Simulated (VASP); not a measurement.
Write the native input for VASP 6.6.1 that does the following.

| Property | Result |
| --- | --- |
| Task | single point |
| Functional | PBE |
| Potentials or basis | VASP PAW PBE potentials, release 64 (Fe_sv) |
| Cutoff | 690 eV |
| k mesh | 11 × 11 × 11 |
| Occupations | fermi-dirac, width 0.05 eV |
| Spin | collinear spin, ferromagnetic start |
| Starting moments | [3.8] μB |
| Fixed moment | 3.8 μB |
| Dipole correction | no |
| Further INCAR settings | ALGO = Normal; EDIFF = 1e-06; NBANDS = 18 |

The structure of Fe lies in POSCAR:

```
Fe
1.0
    0.0000000000      1.9417396906      1.9651051623
    1.4984397099      0.0000000000      1.9651051623
    1.4984397099      1.9417396906      0.0000000000
Fe
1
Direct
    0.0000000000      0.0000000000      0.0000000000
```

These files were run (other wordings do the same):

INCAR

```
SYSTEM = Fe
  PREC = Accurate
  ENCUT = 690
  EDIFF = 1E-6
  ISMEAR = -1
  SIGMA = 0.05
  LREAL = .FALSE.
  LASPH = .TRUE.
  NELM = 200
  ALGO = Normal
  ISIF = 2
  LWAVE = .FALSE.
  LCHARG = .FALSE.
  ISPIN = 2
  MAGMOM = 3.8
  LORBIT = 11
  NUPDOWN = 3.8
  LMAXMIX = 4
  GGA = PE
  NBANDS = 18
  GGA_COMPAT = .FALSE.
```

KPOINTS

```
regular mesh
0
G
  11 11 11
  0 0 0
```

Potentials or basis: VASP PAW PBE potentials, release 64 (Fe_sv).

Run with:

```bash
$ cat potpaw_PBE.64/Fe_sv/POTCAR > POTCAR
$ mpirun -np 1 vasp_std > vasp.out
```

It gave:

The pressure is 54.6 GPa. The net moment is 3.80 μB per cell. The site moments are Fe +3.34 μB and the valence electrons inside the program's atomic spheres are Fe 13.69.

Caveat: the cell stands under pressure; the total moment is fixed, so each spin has its own Fermi level and the state may be an excited one.

It took 41 s on 1 thread of Intel(R) Xeon(R) 6975P-C (Granite Rapids), with other jobs on the host, peak memory 0.22 GiB.
